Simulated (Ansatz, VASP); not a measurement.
CsPbBr3: VASP beside Ansatz

```xyz
10
Lattice="-4.0991 4.0991 6.0429 4.0991 -4.0991 6.0429 4.0991 4.0991 -6.0429" Properties=species:S:1:pos:R:3 pbc="T T T"
Cs    0.0000    4.0991    3.0215
Cs    4.0991    0.0000    3.0215
Pb    0.0000    0.0000    0.0000
Pb    0.0000    0.0000    6.0429
Br    0.0000    0.0000    3.0215
Br    0.0000    0.0000    9.0644
Br    1.5127    5.6118    0.0000
Br    2.5864   -1.5127    6.0429
Br    2.5864    1.5127    0.0000
Br    1.5127    2.5864    6.0429
```

Alike in both runs: task relaxation of cell and atoms; functional PBEsol; k mesh 6 × 6 × 6; occupations gaussian, width 0.02 eV; no spin polarisation.

|  | VASP | Ansatz |
| --- | --- | --- |
| version | VASP 6.6.1 | Ansatz 0.2.0 |
| potentials or method | VASP PAW PBE potentials, release 64 (Cs_sv, Pb_d, Br), cutoff 500 eV | scalar-relativistic, plane waves, PAW |
| valence electrons in the cell | 88 | 88 |

VASP gave:

- gap on the k mesh at the Fermi level, each at its own relaxed structure (eV): 1.64
- relaxed volume (Å³/atom): 39.21
- relaxed cell length with the largest relative difference (Å): 8.271

Problem. What did Ansatz give for the same quantities?

Solution. gap on the k mesh at the Fermi level, each at its own relaxed structure (eV): 1.65; relaxed volume (Å³/atom): 39.20; relaxed cell length with the largest relative difference (Å): 8.269.

VASP's potentials were made for PBE, not for PBEsol.

Spin-orbit coupling is off throughout.
